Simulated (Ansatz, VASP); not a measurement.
**AlN in VASP and in Ansatz**

INCAR

```
ALGO = Normal
EDIFF = 1E-7
ENCUT = 520
GGA = PS
ISIF = 2
ISMEAR = 0
LASPH = T
LCHARG = F
LREAL = F
LWAVE = F
NBANDS = 11
NELM = 80
PREC = Accurate
SIGMA = 0.05
```

The input KPOINTS:

```
k-points
0
Gamma
  10 10 10
```

File POSCAR:

```
AlN
1.0
    0.0000000000      2.0345180000      2.0345180000
    2.0345180000      0.0000000000      2.0345180000
    2.0345180000      2.0345180000      0.0000000000
Al N
1 1
Direct
    0.4938560386      0.4938560386      0.5061439614
    0.0000000000      0.0000000000      0.0000000000
```

Input for Ansatz:

```yaml
crystal:
  lattice:
    - [0.0, 2.034518, 2.034518]
    - [2.034518, 0.0, 2.034518]
    - [2.034518, 2.034518, 0.0]
  atoms:
    - { symbol: Al, position: [0.4938560386, 0.4938560386, 0.5061439614] }
    - { symbol: "N", position: [0.0, 0.0, 0.0] }
basis:
  ecutwfc: 420
kpoints:
  mp_grid: { grid: [10, 10, 10] }
hamiltonian:
  xc: pbesol
scf:
  occupations: { method: gaussian, width: 0.05 }
output:
  forces: true
  stress: true
  eigenvalues: true
```

Change from the starting cell: all Al atoms moved +0.025 Å, as atom 1 towards its neighbour atom 2 (N) at 2.035 Å.

Alike in both runs: task single point; functional PBEsol; k mesh 10 × 10 × 10; occupations gaussian, width 0.05 eV; no spin polarisation.

|  | VASP | Ansatz |
| --- | --- | --- |
| version | VASP 6.6.1 | Ansatz 0.2.0 |
| potentials or method | VASP PAW PBE potentials, release 64 (Al, N), cutoff 520 eV | scalar-relativistic, plane waves, PAW |
| valence electrons in the cell | 8 | 8 |

Ansatz gave:

```
gap on the k mesh at the Fermi level (eV)                     : 4.38
least direct gap on the mesh (eV)                             : 5.38
pressure (GPa)                                                : -4.4
traceless stress, the component that is largest in VASP (GPa) : 0.24
rms of the force components (eV/Å)                            : 0.096
```

What did VASP give for the same quantities?

gap on the k mesh at the Fermi level (eV): 4.37; least direct gap on the mesh (eV): 5.40; pressure (GPa): -4.5; traceless stress, the component that is largest in VASP (GPa): 0.24; rms of the force components (eV/Å): 0.097.

VASP's potentials were made for PBE, not for PBEsol. Atom by atom the forces differ by 0.001 eV/Å (rms over components).
